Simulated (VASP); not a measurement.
A run of VASP 6.6.1 is set up as follows.

File INCAR:

```
SYSTEM = ZnO
  ALGO = Normal
  EDIFF = 1E-6
  ENCUT = 600
  GGA = CA
  GGA_COMPAT = .False.
  ISIF = 2
  ISMEAR = -1
  LASPH = .True.
  LCHARG = .False.
  LREAL = .False.
  LWAVE = .False.
  NBANDS = 26
  NELM = 120
  PREC = Accurate
  SIGMA = 0.02
```

Contents of KPOINTS:

```
k-points
0
Gamma
  11 11 6
  0 0 0
```

File POSCAR:

```
ZnO
1.0
    3.2493987239      0.0000000000      0.0000000000
   -1.6246993619      2.8140618419      0.0000000000
    0.0000000000      0.0000000000      5.3078760000
Zn O
2 2
Direct
    0.3333333333      0.6666666667      0.0000000000
    0.6666666667      0.3333333333      0.5000000000
    0.3333333333      0.6666666667      0.3821000000
    0.6666666667      0.3333333333      0.8821000000
```

Potentials or basis: VASP PAW LDA potentials, release 64 (Zn, O).

Command:

```sh
$ cat potpaw_LDA.64/Zn/POTCAR potpaw_LDA.64/O/POTCAR > POTCAR
$ mpirun -np 1 vasp_std > vasp.out
```

(1) Predict the largest force.

(2) Estimate the band gap on the k mesh.

(3) What does it give for the pressure?

## Answers

(1) 0.157 eV/Å.

(2) 0.69 eV, direct.

(3) -8.6 GPa.

Caveat: the cell differs from its parent crystal (zz strain of +2 %).
